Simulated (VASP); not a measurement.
Runs of VASP 6.6.1 on Si. The structure is that of space group I4/mmm (No. 139), or close to it. The cells are those of the table. 

```csv
cell,gap on the mesh (eV),pressure (GPa),largest force (eV/Å)
"a = 5.193 Å, angles 97.4, 97.4, 137.9°, 4 atoms",0.56,-2.1,0.59
"a = 5.040 Å, angles 98.9, 98.9, 133.7°, 4 atoms",0.06,(a),0.51
"a = 5.138 Å, angles 97.8, 97.8, 136.8°, 4 atoms",0.61,-1.3,0.32
"a = 5.127 Å, angles 97.6, 97.6, 137.4°, 4 atoms",0.60,0.2,0.48
"a = 5.094 Å, angles 98.4, 98.4, 135.0°, 4 atoms",0.43,(b),0.14
```

Alike in all rows: task single point; level r2SCAN; potentials or basis VASP PAW PBE potentials, release 64 (Si); no spin polarisation; k mesh 10 × 10 × 10; cutoff (eV) 520; smearing gaussian 0.05 eV.

Q: Fill in the values left out.

A: (a) -0.1; (b) -1.5.

Caveats: semilocal functionals underestimate gaps, and a narrow one can read as zero; the PAW data sets were made with another functional, which shifts forces and pressure a little; the stress differs along the axes, from -6 to 5 GPa (at least some runs); the stress differs along the axes, from -6 to 3 GPa (at least some runs); the stress differs along the axes, from -3 to 2 GPa (at least some runs); the stress differs along the axes, from -3 to 6 GPa (at least some runs).

A k mesh can miss the band edges.
